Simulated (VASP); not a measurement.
Write the native input for VASP 6.6.1 that does the following.

```
Task                   : single point
Functional             : LDA
Potentials or basis    : VASP PAW LDA potentials, release 64 (Ge_d)
Cutoff                 : 520 eV
k mesh                 : 14 × 14 × 14
Occupations            : gaussian, width 0.15 eV
Spin                   : no spin polarisation
Dipole correction      : no
Further INCAR settings : ALGO = Normal; EDIFF = 1e-06; NBANDS = 21
```

The structure of Ge lies in POSCAR:

```
Ge
1.0
   -0.0749107924      2.8109115346      2.6984750732
    2.8109115346     -0.0749107924      2.6984750732
    2.7360007422      2.7360007422      0.0000000000
Ge
2
Direct
    0.5000000000      0.5000000000      0.5000000000
    0.7500000000      0.7500000000      0.7500000000
```

This cell differs from its parent crystal: engineering shear strain xy -0.0533, normal strain along z -0.0400.

One way to write it, as run:

INCAR

```
PREC = Accurate ; ENCUT = 520
EDIFF = 1E-6 ; ISMEAR = 0
SIGMA = 0.15 ; LREAL = F
LASPH = T ; NELM = 60
ALGO = Normal ; ISIF = 2
LWAVE = F ; LCHARG = F
NBANDS = 21
```

KPOINTS

```
Automatic mesh
0
Gamma
  14 14 14
```

Potentials or basis: VASP PAW LDA potentials, release 64 (Ge_d).

Launch:

```sh
$ cat potpaw_LDA.64/Ge_d/POTCAR > POTCAR
$ mpirun -np 1 vasp_std > vasp.out
```

Results of the run:

```json
{"Pressure": "3.8 GPa", "Largest force": "0.568 eV/Å", "Band gap on the k mesh": "zero (bands 14 and 15 overlap by 0.22 eV)"}
```

Caveat: the cell differs from its parent crystal (engineering shear strain xy -0.0533, normal strain along z -0.0400); the cell stands under pressure; semilocal functionals underestimate gaps, and a narrow one can read as zero.

Run time: 7.6 min on 1 thread of Intel Xeon 8259CL (shared host), peak memory 0.38 GiB.
